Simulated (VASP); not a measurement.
# Ir (P6_3/mmc) in VASP: settings compared

Aim: see how the results for Ir move with the level of theory and the settings. Levels: r2SCAN, PBEsol, PBE, LDA. Tasks: single point.

Program: VASP 6.6.1. These are calculated values, not measurements. Logs are shortened: lines on timing, memory, paths and dates and some standing lists are left out, and cuts for length are marked.

### 1 The cell of the first run

It takes space group P6_3/mmc (No. 194, hexagonal). Conventional cell: a = 2.805 Å, b = 2.805 Å, c = 4.550 Å, α = 90.00°, β = 90.00°, γ = 120.00°. Within 3.7 Å of Ir (site symmetry -6m2) lie 12 Ir at 2.79 to 2.81 Å.

### 2 Single point, r2SCAN (volume scaled by 1.06)

Input file POSCAR:

```
Ir
1.0
    2.8053401807      0.0000000000      0.0000000000
   -1.4026700903      2.4294958627      0.0000000000
    0.0000000000      0.0000000000      4.5498081014
Ir
2
Direct
    0.3333333333      0.6666666667      0.2500000000
    0.6666666667      0.3333333333      0.7500000000
```

Input file INCAR.step1:

```
PREC = Accurate ; ENCUT = 550
ISMEAR = -1 ; SIGMA = 0.05
LREAL = False ; LASPH = True
NELM = 120 ; NBANDS = 16
GGA = PE ; ALGO = Normal
EDIFF = 1E-5 ; LWAVE = True
LCHARG = False ; GGA_COMPAT = False
```

Input file INCAR.step2:

```
PREC = Accurate ; ENCUT = 550
EDIFF = 1E-6 ; ISMEAR = -1
SIGMA = 0.05 ; LREAL = False
LASPH = True ; NELM = 120
ALGO = Normal ; ISIF = 2
LWAVE = False ; LCHARG = False
METAGGA = R2SCAN ; LMIXTAU = True
NBANDS = 16 ; ISTART = 1
GGA_COMPAT = False
```

Input file KPOINTS:

```
Automatic mesh
0
Gamma
  11 11 6
```

Potentials or basis: VASP PAW PBE potentials, release 64 (Ir).

Command:

```console
cat potpaw_PBE.64/Ir/POTCAR > POTCAR
cp INCAR.step1 INCAR
mpirun -np 1 vasp_std > vasp.out
cp INCAR.step2 INCAR
mpirun -np 1 vasp_std > vasp.out
```

OUTCAR:

```text
PREC = Accurate
   ENCUT = 550
   EDIFF = 1E-6
   ISMEAR = -1
   LREAL = False
   LASPH = True
   NELM = 120
   ISIF = 2
   METAGGA = R2SCAN
   ISTART = 1

 ion  position               nearest neighbor table
   1  0.333  0.667  0.250-   2 2.79   2 2.79   2 2.79   2 2.79   2 2.79   2 2.79
   2  0.667  0.333  0.750-   1 2.79   1 2.79   1 2.79   1 2.79   1 2.79   1 2.79

  LATTYP: Found a hexagonal cell.
 ALAT       =     2.8053401807
 C/A-ratio  =     1.6218382828

  Lattice vectors:

 A1 = (   2.8053401807,   0.0000000000,   0.0000000000)
 A2 = (  -1.4026700903,   2.4294958627,   0.0000000000)
 A3 = (   0.0000000000,   0.0000000000,   4.5498081014)

Analysis of symmetry for initial positions (statically):
=====================================================================
 Subroutine PRICEL returns:
 Original cell was already a primitive cell.

 Routine SETGRP: Setting up the symmetry group for a
 hexagonal supercell.

 Subroutine GETGRP returns: Found 24 space group operations
 (whereof 12 operations were pure point group operations)
 out of a pool of 24 trial point group operations.

The static configuration has the point symmetry D_3d.
 The point group associated with its full space group is D_6h.

Analysis of symmetry for dynamics (positions and initial velocities):
=====================================================================
 Subroutine PRICEL returns:
 Original cell was already a primitive cell.

 Routine SETGRP: Setting up the symmetry group for a
 hexagonal supercell.

 Subroutine GETGRP returns: Found 24 space group operations
 (whereof 12 operations were pure point group operations)
 out of a pool of 24 trial point group operations.

The dynamic configuration has the point symmetry D_3d.
 The point group associated with its full space group is D_6h.

 Subroutine INISYM returns: Found 24 space group operations
 (whereof 12 operations are pure point group operations),
 and found     1 'primitive' translations

----------------------------------------------------------------------------------------

                                     Primitive cell

  volume of cell :      31.0095

  direct lattice vectors                    reciprocal lattice vectors
     2.805340181  0.000000000  0.000000000     0.356463008  0.205804014  0.000000000
    -1.402670090  2.429495863  0.000000000     0.000000000  0.411608028  0.000000000
     0.000000000  0.000000000  4.549808101     0.000000000  0.000000000  0.219789490

  length of vectors
     2.805340181  2.805340181  4.549808101     0.411608028  0.411608028  0.219789490

  position of ions in fractional coordinates (direct lattice)
     0.333333333  0.666666667  0.250000000
     0.666666667  0.333333333  0.750000000

  ion indices of the primitive-cell ions
   primitive index   ion index
                 1           1
                 2           2

----------------------------------------------------------------------------------------

 KPOINTS: Automatic mesh

Automatic generation of k-mesh.
 Grid dimensions read from file:
 generate k-points for:   11   11    6

 Generating k-lattice:

  Cartesian coordinates                     Fractional coordinates (reciprocal lattice)
     0.032405728  0.018709456  0.000000000     0.090909091  0.000000000  0.000000000
     0.000000000  0.037418912  0.000000000     0.000000000  0.090909091  0.000000000
     0.000000000  0.000000000  0.036631582     0.000000000  0.000000000  0.166666667

  Length of vectors
     0.037418912  0.037418912  0.036631582

  Shift w.r.t. Gamma in fractional coordinates (k-lattice)
     0.000000000  0.000000000  0.000000000

 Subroutine IBZKPT returns following result:
 ===========================================

 Found     64 irreducible k-points:

 Following reciprocal coordinates:
            Coordinates               Weight
  0.000000  0.000000  0.000000      1.000000
  0.090909 -0.000000  0.000000      6.000000
  0.181818 -0.000000  0.000000      6.000000
  0.272727  0.000000  0.000000      6.000000
  0.363636  0.000000  0.000000      6.000000
  0.454545  0.000000  0.000000      6.000000
[... 16 lines left out ...]
  0.090909  0.090909  0.166667     12.000000
  0.181818  0.090909  0.166667     24.000000
 [... further k-points ...]
   k-points           NKPTS =     64   k-points in BZ     NKDIM =     64   number of bands    NBANDS=     16
   number of dos      NEDOS =    301   number of ions     NIONS =      2
   total plane-waves  NPLWV =  20736
   dimension x,y,z NGX =    24 NGY =   24 NGZ =   36
   dimension x,y,z NGXF=    48 NGYF=   48 NGZF=   72
   ions per type =               2
   NGX,Y,Z   is equivalent  to a cutoff of  14.22, 14.22, 13.15 a.u.
   NGXF,Y,Z  is equivalent  to a cutoff of  28.45, 28.45, 26.31 a.u.
 SYSTEM =  unknown system
   PREC   = accura    normal or accurate (medium, high low for compatibility)
   ISTART =      1    job   : 0-new  1-cont  2-samecut
   ICHARG =      0    charge: 1-file 2-atom 10-const
   ISPIN  =      1    spin polarized calculation?
   LNONCOLLINEAR =      F non collinear calculations
   LSORBIT =      F    spin-orbit coupling
   LASPH  =      T    aspherical Exc in radial PAW
   ENCUT  =  550.0 eV  40.42 Ry    6.36 a.u.   5.36  5.36  8.70*2*pi/ulx,y,z
   NELM   =    120;   NELMIN=  2; NELMDL=  0     # of ELM steps
   EDIFF  = 0.1E-05   stopping-criterion for ELM
   LREAL  =      F    real-space projection
   EDIFFG = 0.1E-04   stopping-criterion for IOM
   NSW    =      0    number of steps for IOM
   IBRION =     -1    ionic relax: 0-MD 1-quasi-New 2-CG
   NFREE  =      0    steps in history (QN), initial steepest desc. (CG)
   ISIF   =      2    stress and relaxation
   ISYM   =      2    0-nonsym 1-usesym 2-fastsym
   POTIM  = 0.5000    time-step for ionic-motion
   TEBEG  =    0.0;   TEEND  =   0.0 temperature during run
   PSTRESS=    0.0 pullay stress
   NELECT =      18.0000    total number of electrons
   NUPDOWN=      -1.0000    fix difference up-down
   EMIN   =  10.00;   EMAX   =-10.00  energy-range for DOS
   EFERMI =   0.00;   METHOD = LEGACY
   ISMEAR =    -1;   SIGMA  =   0.05  broadening in eV -4-tet -1-fermi 0-gaus
   EFERMI_NEDOS =   21; number of points for ismear=-14 and -15
   IALGO  =     38    algorithm
   IMIX   =      4    mixing-type and parameters
     AMIX     =   0.40;   BMIX     =  1.00
     AMIX_MAG =   1.60;   BMIX_MAG =  1.00
  volume/ion in A,a.u.               =      15.50       104.63
  Fermi-wavevector in a.u.,A,eV,Ry     =   1.365633  2.580673 25.374241  1.864954
  Thomas-Fermi vector in A             =   2.491844
   LORBIT       =      0    0 simple, 1 ext, 2 COOP (PROOUT), +10 PAW based schemes
   METAGGA = R2SCAN    functional components
   LHFCALC =     F    Hartree Fock is set to
   AEXX    =    0.0000 exact exchange contribution
   IVDW    =     0    specifies the selected vdW correction
   LEPSILON=     F    determine dielectric tensor
   LRPA    =     F    only Hartree local field effects (RPA)
 non-spin polarized calculation
  energy-cutoff  :      550.00
  volume of cell :       31.01
 maximum number of plane-waves:       941
 NGX is ok and might be reduce to    24
   NGX = 11   NGY = 11   NGZ = 17

 number of electron      18.0000003 magnetization

 Free energy of the ion-electron system (eV)
  ---------------------------------------------------
  ext. energy  EPLUGINS =         0.00000000
  ---------------------------------------------------
  free energy    TOTEN  =      -104.35724930 eV

  energy without entropy =     -104.32869167  energy(sigma->0) =     -104.34297049

 E-fermi :   8.7547     XC(G=0): -14.7057

 val. band max:        8.7426169147   @ k =   0.3636   0.0000   0.3333
 cond. band min:       8.7668385304   @ k =   0.2727   0.0909   0.3333
 fundamental gap:      0.0242216157
 Fermi energy:         8.7546506772

 k-point     1 :       0.0000    0.0000    0.0000
  band No.  band energies     occupation
      1      -1.8886      2.00000
      2       1.2137      2.00000
      3       5.2015      2.00000
      4       5.3071      2.00000
      5       5.3071      2.00000
      6       5.8873      2.00000
[... 8 lines left out ...]
     15      26.0796      0.00000
     16      26.9626      0.00000

 k-point     2 :       0.0909   -0.0000    0.0000
  band No.  band energies     occupation
      1      -1.5827      2.00000
      2       1.4809      2.00000
      3       4.8117      2.00000
      4       5.5555      2.00000
      5       5.6222      2.00000
      6       5.7637      2.00000
[... 8 lines left out ...]
     15      26.4582      0.00000
     16      27.2067      0.00000

 k-point     3 :       0.1818   -0.0000    0.0000
  band No.  band energies     occupation
      1      -0.7284      2.00000
      2       2.1175      2.00000
      3       4.3521      2.00000
      4       4.9884      2.00000
      5       5.3373      2.00000
      6       6.0267      2.00000
[... 8 lines left out ...]
     15      26.5019      0.00000
     16      26.7734      0.00000

 k-point     4 :       0.2727    0.0000    0.0000
  band No.  band energies     occupation
      1       0.4374      2.00000
      2       2.4395      2.00000
      3       3.8187      2.00000
      4       4.3742      2.00000
      5       5.1803      2.00000
      6       5.5903      2.00000
[... 8 lines left out ...]
     15      24.1117      0.00000
     16      25.2206      0.00000
[... 324 lines left out ...]
 k-point    22 :       0.4545    0.0000    0.1667
  band No.  band energies     occupation
      1       1.5015      2.00000
      2       1.9992      2.00000
      3       3.1264      2.00000
      4       4.0999      2.00000
      5       5.2671      2.00000
      6       6.0246      2.00000
[... 8 lines left out ...]
     15      21.3248      0.00000
     16      21.6241      0.00000

 k-point    23 :       0.0909    0.0909    0.1667
  band No.  band energies     occupation
      1      -0.7260      2.00000
      2       1.9924      2.00000
      3       4.4633      2.00000
      4       4.7862      2.00000
      5       5.2950      2.00000
      6       5.7267      2.00000
[... 8 lines left out ...]
     15      25.8353      0.00000
     16      26.8170      0.00000

 k-point    24 :       0.1818    0.0909    0.1667
  band No.  band energies     occupation
      1       0.2637      2.00000
      2       2.6758      2.00000
      3       3.9141      2.00000
      4       4.1234      2.00000
      5       5.0295      2.00000
      6       5.5941      2.00000
[... 8 lines left out ...]
     15      24.0428      0.00000
     16      25.9262      0.00000

 [... further k-points ...]

------------------------ aborting loop because EDIFF is reached ----------------------------------------

  FORCE on cell =-STRESS in cart. coord.  units (eV):
  Direction    XX          YY          ZZ          XY          YZ          ZX
  --------------------------------------------------------------------------------------
  -------------------------------------------------------------------------------------
  Total       -4.4714928     -4.4714928     -4.6100039     -0.0000000     -0.0000000     -0.0000000
  in kB     -231.0299789   -231.0299788   -238.1864781     -0.0000000     -0.0000000     -0.0000000
  external PRESSURE =    -233.4154786 kB  Pullay stress =       0.0000000 kB

 VOLUME and BASIS-vectors are now :
 -----------------------------------------------------------------------------
  energy-cutoff  :      550.00
  volume of cell :       31.01
      direct lattice vectors                 reciprocal lattice vectors
     2.805340181  0.000000000  0.000000000     0.356463008  0.205804014  0.000000000
    -1.402670090  2.429495863  0.000000000     0.000000000  0.411608028  0.000000000
     0.000000000  0.000000000  4.549808101     0.000000000  0.000000000  0.219789490

 POSITION                                       TOTAL-FORCE (eV/Angst)
 -----------------------------------------------------------------------------------
     -0.00000      1.61966      1.13745         0.000000      0.000000      0.000000
      1.40267      0.80983      3.41236        -0.000000      0.000000      0.000000
 -----------------------------------------------------------------------------------
    total drift:                                0.000000     -0.000000     -0.000000

  FREE ENERGIE OF THE ION-ELECTRON SYSTEM (eV)
  ---------------------------------------------------
  free  energy   TOTEN  =      -104.3572493033 eV

  energy  without entropy=     -104.3286916744  energy(sigma->0) =     -104.34297049
```

Run time: 64 s. Hardware: 1 thread of Intel Xeon Platinum 8559C (Emerald Rapids), shared host; peak memory 0.18 GiB.

Results:

- Free energy: -104.3572 eV
- Pressure: -23.3 GPa
- Band gap on the k mesh: zero (band 9 reaches 9.59 eV, above the bottom of band 10 at 6.72 eV)

Levels at points of the mesh, in eV from the Fermi level:
| k point | band 7 | band 8 | band 9 | band 10 | band 11 | band 12 |
| --- | --- | --- | --- | --- | --- | --- |
| (0.00, 0.00, 0.00) | -2.87 | -2.15 | -2.15 | -0.51 | 0.25 | 0.25 |
| (0.00, 0.00, 0.50) | -3.57 | -3.57 | -0.44 | -0.44 | -0.44 | -0.44 |

Caveat: the cell differs from its parent crystal (volume scaled by 1.06); the PAW data sets were made with another functional, which shifts forces and pressure a little; spin-orbit coupling is left out, which moves the levels of the heavy elements.

### 3 Single point, PBEsol

This run uses another cell than the first one, of 14.92 Å³/atom, 0.962 times its volume.

Input file INCAR:

```
PREC = Accurate ; ENCUT = 500
EDIFF = 1E-6 ; ISMEAR = -1
SIGMA = 0.05 ; LREAL = False
LASPH = True ; NELM = 120
ALGO = Normal ; ISIF = 2
LWAVE = False ; LCHARG = False
GGA = PS ; NBANDS = 24
GGA_COMPAT = False
```

Input file KPOINTS:

```
regular mesh
0
Gamma
  11 11 6
```

Input file POSCAR:

```
Ir
1.0
    2.7695994713      0.0000000000      0.0000000000
   -1.3847997356      2.3985435004      0.0000000000
    0.0000000000      0.0000000000      4.4918424506
Ir
2
Direct
    0.3333333333      0.6666666667      0.2500000000
    0.6666666667      0.3333333333      0.7500000000
```

Potentials or basis: VASP PAW PBE potentials, release 64 (Ir_sv_GW).

Command:

```console
cat potpaw_PBE.64/Ir_sv_GW/POTCAR > POTCAR
mpirun -np 1 vasp_std > vasp.out
```

Run time: 58 s. Hardware: 1 thread of Intel Xeon Platinum 8259CL at 2.50GHz (Skylake/Cascade Lake), shared host; peak memory 0.17 GiB.

The run converged. Its results:

```yaml
Free_energy: -20.5191 eV
Pressure: -21.4 GPa
Band_gap_on_the_k_mesh: zero (band 17 reaches 12.72 eV, above the bottom of band 18 at 9.73 eV)
```

Stress tensor (GPa, compression positive):
```
-21.20   0.00   0.00
  0.00 -21.20   0.00
  0.00   0.00 -21.91
```

Levels at points of the mesh, in eV from the Fermi level:
```
           k point  band 15  band 16  band 17  band 18  band 19  band 20
(0.00, 0.00, 0.00)    -2.93    -2.19    -2.19    -0.71     0.27     0.27
(0.00, 0.00, 0.50)    -3.65    -3.65    -0.43    -0.43    -0.43    -0.43
```

Caveat: the PAW data sets were made with another functional, which shifts forces and pressure a little; spin-orbit coupling is left out, which moves the levels of the heavy elements.

### 4 Single point, PBE

This run uses another cell than the first one, of 14.63 Å³/atom, 0.943 times its volume.

Input file INCAR:

```
  PREC = Accurate
  ENCUT = 500
  EDIFF = 1E-6
  ISMEAR = -1
  SIGMA = 0.05
  LREAL = F
  LASPH = T
  NELM = 120
  ALGO = Normal
  ISIF = 2
  LWAVE = F
  LCHARG = F
  GGA = PE
  NBANDS = 24
  GGA_COMPAT = F
```

Input file KPOINTS:

```
Automatic mesh
0
Gamma
  12 12 7
```

Input file POSCAR:

```
Ir
1.0
    2.7513778946      0.0000000000      0.0000000000
   -1.3756889473      2.3827631521      0.0000000000
    0.0000000000      0.0000000000      4.4622900000
Ir
2
Direct
    0.3333333333      0.6666666667      0.2500000000
    0.6666666667      0.3333333333      0.7500000000
```

Command:

```console
cat potpaw_PBE.64/Ir_sv_GW/POTCAR > POTCAR
mpirun -np 1 vasp_std > vasp.out
```

Run time: 37 s. Hardware: 1 thread of Intel Xeon Platinum 8259CL at 2.50GHz (Skylake/Cascade Lake), shared host; peak memory 0.17 GiB.

Results (log left out):

```yaml
Free_energy: -18.6933 eV
Pressure: -4.8 GPa
Band_gap_on_the_k_mesh: zero (band 17 reaches 13.30 eV, above the bottom of band 18 at 10.13 eV)
```

Stress tensor (GPa, compression positive):
```
-5.25  0.00  0.00
 0.00 -5.25  0.00
 0.00  0.00 -4.05
```

Levels at points of the mesh, in eV from the Fermi level:
| k point | band 14 | band 15 | band 16 | band 17 | band 18 | band 19 | band 20 | band 21 |
| --- | --- | --- | --- | --- | --- | --- | --- | --- |
| (0.00, 0.00, 0.00) | -3.07 | -3.07 | -2.30 | -2.30 | -0.77 | 0.23 | 0.23 | 6.76 |
| (0.50, 0.00, 0.00) | -3.34 | -2.88 | 0.64 | 0.89 | 1.04 | 2.81 | 4.23 | 7.96 |

Caveat: spin-orbit coupling is left out, which moves the levels of the heavy elements.

### 5 Single point, LDA

This run uses another cell than the first one, of 13.94 Å³/atom, 0.899 times its volume.

Input file INCAR:

```
  ALGO = Normal
  EDIFF = 1E-6
  ENCUT = 520
  GGA = CA
  ISIF = 2
  ISMEAR = -1
  LASPH = T
  LCHARG = F
  LREAL = F
  LWAVE = F
  NBANDS = 16
  NELM = 100
  PREC = Accurate
  SIGMA = 0.05
```

Input file KPOINTS:

```
k-points
0
Gamma
  8 8 5
```

Input file POSCAR:

```
Ir
1.0
    2.7113810363      0.0000000000      0.0000000000
   -1.3556905181      2.3481248567      0.0000000000
    0.0000000000      0.0000000000      4.3777131028
Ir
2
Direct
    0.3333333333      0.6666666667      0.2500000000
    0.6666666667      0.3333333333      0.7500000000
```

Potentials or basis: VASP PAW LDA potentials, release 64 (Ir).

Command:

```console
cat potpaw_LDA.64/Ir/POTCAR > POTCAR
mpirun -np 1 vasp_std > vasp.out
```

It took 9.5 s on 1 thread of Intel Xeon 6975P-C, shared host; peak memory 0.13 GiB.

Results (log left out):

```
Free energy            : -20.4175 eV
Pressure               : 2.6 GPa
Band gap on the k mesh : zero (band 9 reaches 11.76 eV, above the bottom of band 10 at 8.42 eV)
```

Stress tensor (GPa, compression positive):
```
2.53 0.00 0.00
0.00 2.53 0.00
0.00 0.00 2.69
```

Levels at points of the mesh, in eV from the Fermi level:
```tsv
k point	band 7	band 8	band 9	band 10	band 11	band 12
(0.00, 0.00, 0.00)	-3.26	-2.47	-2.47	-0.76	0.31	0.31
(0.50, 0.00, 0.00)	-3.04	0.73	1.07	1.18	3.05	4.52
```

Caveat: spin-orbit coupling is left out, which moves the levels of the heavy elements.

[end of part 1 of 2]
